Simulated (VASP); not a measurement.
**HfN: single point with PBE**

The system is HfN.

```xyz
4
Lattice="3.1504 0.0000 0.0000 -1.5752 2.7283 0.0000 0.0000 0.0000 5.6914" Properties=species:S:1:pos:R:3 pbc="T T T"
Hf    0.0000    0.0000    0.0000
Hf    0.0000    0.0000    2.8457
N     0.0000    1.8189    1.4228
N     1.5752    0.9094    4.2685
```

| Item | Value |
| --- | --- |
| Program | VASP 6.6.1 |
| Task | single point |
| Functional | PBE |
| Potentials or basis | VASP PAW PBE potentials, release 64 (Hf_pv, N) |
| Cutoff | 600 eV |
| k mesh | 21 × 21 × 18 |
| Occupations | gaussian, width 0.1 eV |
| Spin | no spin polarisation |

| Property | Result |
| --- | --- |
| Pressure | -2.1 GPa |
| Band gap on the k mesh | zero (bands 15 and 16 overlap by 2.09 eV) |

Stress tensor (GPa, compression positive):
```
-1.56  0.00  0.00
 0.00 -1.56  0.00
 0.00  0.00 -3.29
```

Levels at points of the mesh, in eV from the Fermi level:
| k point | band 12 | band 13 | band 14 | band 15 | band 16 | band 17 | band 18 | band 19 |
| --- | --- | --- | --- | --- | --- | --- | --- | --- |
| (0.00, 0.00, 0.00) | -2.91 | -2.81 | -2.29 | -2.29 | 0.85 | 0.85 | 0.90 | 0.90 |
| (0.00, 0.00, 0.50) | -3.96 | -3.96 | -3.96 | 0.75 | 0.75 | 1.76 | 1.76 | 1.76 |

Run time: 11 min on 1 thread of Intel(R) Xeon(R) 6975P-C (Granite Rapids), with other jobs on the host, peak memory 0.63 GiB.

Caveat: spin-orbit coupling is left out, which moves the levels of the heavy elements.
